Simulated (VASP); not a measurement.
Set up this calculation in VASP 6.6.1, as the native input.

```yaml
Task: single point
Functional: PBE
Dispersion: D4
Potentials_or_basis: VASP PAW PBE potentials, release 64 (W_sv)
Cutoff: 520 eV
k_mesh: 12 × 12 × 12
Occupations: fermi-dirac, width 0.05 eV
Spin: no spin polarisation
Dipole_correction: no
Further_INCAR_settings: ALGO = Normal; EDIFF = 1e-06; NBANDS = 13
```

The structure of W lies in POSCAR:

```
W
1.0
   -1.6031677168      1.6031677168      1.6031677168
    1.6031677168     -1.6031677168      1.6031677168
    1.6031677168      1.6031677168     -1.6031677168
W
1
Direct
    0.0000000000      0.0000000000      0.0000000000
```

The input as run:

INCAR

```
SYSTEM = W
PREC = Accurate
ENCUT = 520
EDIFF = 1E-6
ISMEAR = -1
SIGMA = 0.05
LREAL = .False.
LASPH = .True.
NELM = 80
ALGO = Normal
ISIF = 2
LWAVE = .False.
LCHARG = .False.
GGA = PE
IVDW = 13
NBANDS = 13
```

KPOINTS

```
Automatic mesh
0
Gamma
  12 12 12
  0 0 0
```

Potentials or basis: VASP PAW PBE potentials, release 64 (W_sv).

Run with:

```bash
$ cat potpaw_PBE.64/W_sv/POTCAR > POTCAR
$ mpirun -np 1 vasp_std > vasp.out
```

It gave:

- Pressure: -11.9 GPa
- Band gap on the k mesh: zero (band 7 reaches 15.77 eV, above the bottom of band 8 at 9.72 eV)
- Dispersion energy per atom: -0.696 eV

Caveat: spin-orbit coupling is left out, which moves the levels of the heavy elements; pairwise dispersion overbinds metals, which lowers pressure and volume.

Wall time 13 s on 1 thread of AMD EPYC 7R43 64-Core Processor (Zen 3) (shared host), peak memory 0.12 GiB.
